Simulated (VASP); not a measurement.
# Nd3BeCl (Pm-3m) in VASP: a series of runs

The runs below take Nd3BeCl through single point, relaxation of cell and atoms, with PBE.

All numbers are computed with VASP 6.6.1; they aren't measurements. Logs are shortened: lines on timing, memory, paths and dates and some standing lists are left out, and cuts for length are marked.

### 1 The cell of the first run

The structure is cubic, space group Pm-3m (No. 221). The conventional cell has a = 5.428 Å, b = 5.428 Å, c = 5.428 Å, α = 90.00°, β = 90.00°, γ = 90.00°. Nd (site symmetry 4/mmm) has 2 Be at 2.71 Å within 3.6 Å. Be (site symmetry m-3m) has 6 Nd at 2.71 Å within 3.6 Å. Within 5.0 Å of Cl (site symmetry m-3m) lie 12 Nd at 3.84 Å and 8 Be at 4.70 Å.

The cell was built from a structure type or drawn by symmetry, and may not be a known phase.

### 2 Single point, PBE

Input file INCAR:

```
ALGO = Normal ; EDIFF = 1E-6
ENCUT = 600 ; GGA = PE
GGA_COMPAT = False ; ISIF = 2
ISMEAR = 0 ; LASPH = True
LCHARG = True ; LELF = True
LMAXMIX = 6 ; LREAL = False
LVHAR = True ; LWAVE = False
NBANDS = 29 ; NELM = 200
PREC = Accurate ; SIGMA = 0.1
```

Input file KPOINTS:

```
k-points
0
Gamma
  8 8 8
```

Input file POSCAR:

```
Nd3BeCl
1.0
    5.4278425712      0.0000000000      0.0000000000
    0.0000000000      5.4278425712      0.0000000000
    0.0000000000      0.0000000000      5.4278425712
Nd Be Cl
3 1 1
Direct
    0.5000000000      0.0000000000      0.5000000000
    0.5000000000      0.5000000000      0.0000000000
    0.0000000000      0.5000000000      0.5000000000
    0.5000000000      0.5000000000      0.5000000000
    0.0000000000      0.0000000000      0.0000000000
```

Potentials or basis: VASP PAW PBE potentials, release 64 (Nd_3, Be, Cl), 4f in core.

Command:

```sh
$ cat potpaw_PBE.64/Nd_3/POTCAR potpaw_PBE.64/Be/POTCAR potpaw_PBE.64/Cl/POTCAR > POTCAR
$ mpirun -np 1 vasp_std > vasp.out
```

OUTCAR:

```text
EDIFF = 1E-6
   ENCUT = 600
   GGA = PE
   ISIF = 2
   ISMEAR = 0
   LASPH = True
   LREAL = False
   NELM = 200
   PREC = Accurate

 ion  position               nearest neighbor table
   1  0.500  0.000  0.500-   4 2.71   4 2.71
   2  0.500  0.500  0.000-   4 2.71   4 2.71
   3  0.000  0.500  0.500-   4 2.71   4 2.71
   4  0.500  0.500  0.500-   1 2.71   2 2.71   3 2.71   2 2.71   1 2.71   3 2.71
   5  0.000  0.000  0.000-

  LATTYP: Found a simple cubic cell.
 ALAT       =     5.4278425712

  Lattice vectors:

 A1 = (   5.4278425712,   0.0000000000,   0.0000000000)
 A2 = (   0.0000000000,   5.4278425712,   0.0000000000)
 A3 = (   0.0000000000,   0.0000000000,   5.4278425712)

Analysis of symmetry for initial positions (statically):
=====================================================================
 Subroutine PRICEL returns:
 Original cell was already a primitive cell.

 Routine SETGRP: Setting up the symmetry group for a
 simple cubic supercell.

 Subroutine GETGRP returns: Found 48 space group operations
 (whereof 48 operations were pure point group operations)
 out of a pool of 48 trial point group operations.

The static configuration has the point symmetry O_h .

Analysis of symmetry for dynamics (positions and initial velocities):
=====================================================================
 Subroutine PRICEL returns:
 Original cell was already a primitive cell.

 Routine SETGRP: Setting up the symmetry group for a
 simple cubic supercell.

 Subroutine GETGRP returns: Found 48 space group operations
 (whereof 48 operations were pure point group operations)
 out of a pool of 48 trial point group operations.

The dynamic configuration has the point symmetry O_h .

 Subroutine INISYM returns: Found 48 space group operations
 (whereof 48 operations are pure point group operations),
 and found     1 'primitive' translations

----------------------------------------------------------------------------------------

                                     Primitive cell

  volume of cell :     159.9122

  direct lattice vectors                    reciprocal lattice vectors
     5.427842571  0.000000000  0.000000000     0.184235262  0.000000000  0.000000000
     0.000000000  5.427842571  0.000000000     0.000000000  0.184235262  0.000000000
     0.000000000  0.000000000  5.427842571     0.000000000  0.000000000  0.184235262

  length of vectors
     5.427842571  5.427842571  5.427842571     0.184235262  0.184235262  0.184235262

  position of ions in fractional coordinates (direct lattice)
     0.500000000  0.000000000  0.500000000
     0.500000000  0.500000000  0.000000000
     0.000000000  0.500000000  0.500000000
     0.500000000  0.500000000  0.500000000
     0.000000000  0.000000000  0.000000000

  ion indices of the primitive-cell ions
   primitive index   ion index
                 1           1
                 2           2
                 3           3
                 4           4
                 5           5

----------------------------------------------------------------------------------------

 KPOINTS: k-points

Automatic generation of k-mesh.
 Grid dimensions read from file:
 generate k-points for:    8    8    8

 Generating k-lattice:

  Cartesian coordinates                     Fractional coordinates (reciprocal lattice)
     0.023029408  0.000000000  0.000000000     0.125000000  0.000000000  0.000000000
     0.000000000  0.023029408  0.000000000     0.000000000  0.125000000  0.000000000
     0.000000000  0.000000000  0.023029408     0.000000000  0.000000000  0.125000000

  Length of vectors
     0.023029408  0.023029408  0.023029408

  Shift w.r.t. Gamma in fractional coordinates (k-lattice)
     0.000000000  0.000000000  0.000000000

 Subroutine IBZKPT returns following result:
 ===========================================

 Found     35 irreducible k-points:

 Following reciprocal coordinates:
            Coordinates               Weight
  0.000000  0.000000  0.000000      1.000000
  0.125000  0.000000  0.000000      6.000000
  0.250000  0.000000  0.000000      6.000000
  0.375000  0.000000  0.000000      6.000000
  0.500000  0.000000  0.000000      3.000000
  0.125000  0.125000  0.000000     12.000000
[... 16 lines left out ...]
  0.375000  0.375000  0.125000     24.000000
  0.500000  0.375000  0.125000     24.000000
 [... further k-points ...]
   k-points           NKPTS =     35   k-points in BZ     NKDIM =     35   number of bands    NBANDS=     29
   number of dos      NEDOS =    301   number of ions     NIONS =      5
   total plane-waves  NPLWV = 110592
   dimension x,y,z NGX =    48 NGY =   48 NGZ =   48
   dimension x,y,z NGXF=    96 NGYF=   96 NGZF=   96
   ions per type =               3   1   1
   NGX,Y,Z   is equivalent  to a cutoff of  14.70, 14.70, 14.70 a.u.
   NGXF,Y,Z  is equivalent  to a cutoff of  29.40, 29.40, 29.40 a.u.
 SYSTEM =  unknown system
   PREC   = accura    normal or accurate (medium, high low for compatibility)
   ISTART =      0    job   : 0-new  1-cont  2-samecut
   ICHARG =      2    charge: 1-file 2-atom 10-const
   ISPIN  =      1    spin polarized calculation?
   LNONCOLLINEAR =      F non collinear calculations
   LSORBIT =      F    spin-orbit coupling
   LASPH  =      T    aspherical Exc in radial PAW
   ENCUT  =  600.0 eV  44.10 Ry    6.64 a.u.  10.84 10.84 10.84*2*pi/ulx,y,z
   NELM   =    200;   NELMIN=  2; NELMDL= -5     # of ELM steps
   EDIFF  = 0.1E-05   stopping-criterion for ELM
   LREAL  =      F    real-space projection
   EDIFFG = 0.1E-04   stopping-criterion for IOM
   NSW    =      0    number of steps for IOM
   IBRION =     -1    ionic relax: 0-MD 1-quasi-New 2-CG
   NFREE  =      0    steps in history (QN), initial steepest desc. (CG)
   ISIF   =      2    stress and relaxation
   ISYM   =      2    0-nonsym 1-usesym 2-fastsym
   POTIM  = 0.5000    time-step for ionic-motion
   TEBEG  =    0.0;   TEEND  =   0.0 temperature during run
   PSTRESS=    0.0 pullay stress
   NELECT =      42.0000    total number of electrons
   NUPDOWN=      -1.0000    fix difference up-down
   EMIN   =  10.00;   EMAX   =-10.00  energy-range for DOS
   EFERMI =   0.00;   METHOD = LEGACY
   ISMEAR =     0;   SIGMA  =   0.10  broadening in eV -4-tet -1-fermi 0-gaus
   EFERMI_NEDOS =   21; number of points for ismear=-14 and -15
   IALGO  =     38    algorithm
   IMIX   =      4    mixing-type and parameters
     AMIX     =   0.40;   BMIX     =  1.00
     AMIX_MAG =   1.60;   BMIX_MAG =  1.00
  volume/ion in A,a.u.               =      31.98       215.83
  Fermi-wavevector in a.u.,A,eV,Ry     =   1.048409  1.981205 14.954995  1.099161
  Thomas-Fermi vector in A             =   2.183329
   LORBIT       =      0    0 simple, 1 ext, 2 COOP (PROOUT), +10 PAW based schemes
   GGA     = PE    functional components
   LHFCALC =     F    Hartree Fock is set to
   AEXX    =    0.0000 exact exchange contribution
   IVDW    =     0    specifies the selected vdW correction
   LEPSILON=     F    determine dielectric tensor
   LRPA    =     F    only Hartree local field effects (RPA)
 non-spin polarized calculation
 Gauss-broadening in eV      SIGMA  =   0.10
  energy-cutoff  :      600.00
  volume of cell :      159.91
 maximum number of plane-waves:      5400
 NGX is ok and might be reduce to    48
   NGX = 21   NGY = 21   NGZ = 21

 number of electron      42.0000002 magnetization

 Free energy of the ion-electron system (eV)
  ---------------------------------------------------
  ext. energy  EPLUGINS =         0.00000000
  ---------------------------------------------------
  free energy    TOTEN  =       -19.36358737 eV

  energy without entropy =      -19.33307699  energy(sigma->0) =      -19.34833218

 E-fermi :   3.0231     XC(G=0):  -8.8478

 val. band max:        3.0189484198   @ k =   0.2500   0.2500   0.0000
 cond. band min:       3.0267657051   @ k =   0.3750   0.0000   0.0000
 fundamental gap:      0.0078172853
 Fermi energy:         3.0230566187

 k-point     1 :       0.0000    0.0000    0.0000
  band No.  band energies     occupation
      1     -35.3098      2.00000
      2     -35.2393      2.00000
      3     -35.2393      2.00000
      4     -16.6605      2.00000
      5     -16.6605      2.00000
      6     -16.6605      2.00000
[... 21 lines left out ...]
     28       5.3024      0.00000
     29       5.3024      0.00000

 k-point     2 :       0.1250    0.0000    0.0000
  band No.  band energies     occupation
      1     -35.3074      2.00000
      2     -35.2417      2.00000
      3     -35.2393      2.00000
      4     -16.6511      2.00000
      5     -16.6511      2.00000
      6     -16.6482      2.00000
[... 21 lines left out ...]
     28       5.4058      0.00000
     29       5.4058      0.00000

 k-point     3 :       0.2500    0.0000    0.0000
  band No.  band energies     occupation
      1     -35.3008      2.00000
      2     -35.2483      2.00000
      3     -35.2392      2.00000
      4     -16.6256      2.00000
      5     -16.6256      2.00000
      6     -16.6151      2.00000
[... 21 lines left out ...]
     28       5.5863      0.00000
     29       5.5863      0.00000

 k-point     4 :       0.3750    0.0000    0.0000
  band No.  band energies     occupation
      1     -35.2919      2.00000
      2     -35.2574      2.00000
      3     -35.2392      2.00000
      4     -16.5930      2.00000
      5     -16.5930      2.00000
      6     -16.5744      2.00000
[... 597 lines left out ...]
     28       4.6802      0.00000
     29       4.9745      0.00000

 k-point    23 :       0.3750    0.3750    0.1250
  band No.  band energies     occupation
      1     -35.2764      2.00000
      2     -35.2594      2.00000
      3     -35.2526      2.00000
      4     -16.6799      2.00000
      5     -16.5997      2.00000
      6     -16.5716      2.00000
[... 21 lines left out ...]
     28       4.7959      0.00000
     29       5.0447      0.00000

 k-point    24 :       0.5000    0.3750    0.1250
  band No.  band energies     occupation
      1     -35.2711      2.00000
      2     -35.2628      2.00000
      3     -35.2544      2.00000
      4     -16.6884      2.00000
      5     -16.5908      2.00000
      6     -16.5764      2.00000
[... 21 lines left out ...]
     28       4.7276      0.00000
     29       4.8214      0.00000

 [... further k-points ...]

------------------------ aborting loop because EDIFF is reached ----------------------------------------

  FORCE on cell =-STRESS in cart. coord.  units (eV):
  Direction    XX          YY          ZZ          XY          YZ          ZX
  --------------------------------------------------------------------------------------
  -------------------------------------------------------------------------------------
  Total        0.1236569      0.1236569      0.1236569      0.0000000     -0.0000000      0.0000000
  in kB        1.2389310      1.2389310      1.2389310      0.0000000     -0.0000000      0.0000000
  external PRESSURE =       1.2389310 kB  Pullay stress =       0.0000000 kB

 VOLUME and BASIS-vectors are now :
 -----------------------------------------------------------------------------
  energy-cutoff  :      600.00
  volume of cell :      159.91
      direct lattice vectors                 reciprocal lattice vectors
     5.427842571  0.000000000  0.000000000     0.184235262  0.000000000  0.000000000
     0.000000000  5.427842571  0.000000000     0.000000000  0.184235262  0.000000000
     0.000000000  0.000000000  5.427842571     0.000000000  0.000000000  0.184235262

 POSITION                                       TOTAL-FORCE (eV/Angst)
 -----------------------------------------------------------------------------------
      2.71392      0.00000      2.71392         0.000000      0.000000      0.000000
      2.71392      2.71392      0.00000         0.000000      0.000000      0.000000
      0.00000      2.71392      2.71392         0.000000      0.000000      0.000000
      2.71392      2.71392      2.71392         0.000000      0.000000      0.000000
      0.00000      0.00000      0.00000         0.000000      0.000000      0.000000
 -----------------------------------------------------------------------------------
    total drift:                                0.000000      0.000000     -0.000000

  FREE ENERGIE OF THE ION-ELECTRON SYSTEM (eV)
  ---------------------------------------------------
  free  energy   TOTEN  =       -19.3635873747 eV

  energy  without entropy=      -19.3330769872  energy(sigma->0) =      -19.34833218
```

Wall time 1.9 min (1 thread of Intel Xeon 6975P-C (Granite Rapids), shared host); peak memory 0.44 GiB.

Results:

* Free energy: -19.3636 eV
* Pressure: 0.1 GPa
* Band gap on the k mesh: zero (bands 21 and 22 overlap by 1.43 eV)

Caveat: spin-orbit coupling is left out, which moves the levels of the heavy elements; the 4f electrons are frozen in the core, so they carry no moment and show no levels; the run has no spin polarisation, though such a crystal can be magnetic.

(Continued in part 2 of 2.)
